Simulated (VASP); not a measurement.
Wanted: the native input for a VASP 6.6.1 run.

| Quantity | Value |
| --- | --- |
| Task | single point |
| Functional | LDA |
| Potentials or basis | VASP PAW LDA potentials, release 64 (Rh_pv) |
| Cutoff | 520 eV |
| k mesh | 21 × 21 × 21 |
| Occupations | fermi-dirac, width 0.1 eV |
| Spin | no spin polarisation |
| Dipole correction | no |
| Further INCAR settings | ALGO = Normal; EDIFF = 1e-07; NBANDS = 14 |

The structure of Rh lies in POSCAR:

```
Rh
1.0
    0.0000000000      1.8776226225      1.8776226225
    1.8776226225      0.0000000000      1.8776226225
    1.8776226225      1.8776226225      0.0000000000
Rh
1
Direct
    0.0000000000      0.0000000000      0.0000000000
```

One way to write it, as run:

INCAR

```
PREC = Accurate
ENCUT = 520
EDIFF = 1E-7
ISMEAR = -1
SIGMA = 0.1
LREAL = F
LASPH = T
NELM = 60
ALGO = Normal
ISIF = 2
LWAVE = F
LCHARG = F
NBANDS = 14
```

KPOINTS

```
regular mesh
0
Gamma
  21 21 21
```

Potentials or basis: VASP PAW LDA potentials, release 64 (Rh_pv).

Run with:

```bash
$ cat potpaw_LDA.64/Rh_pv/POTCAR > POTCAR
$ mpirun -np 1 vasp_std > vasp.out
```

Results of the run:

```json
{
  "Pressure": "0.9 GPa"
}
```

It took 26 s on 1 thread of Intel(R) Xeon(R) Platinum 8488C (Sapphire Rapids), on a shared host, peak memory 0.16 GiB.
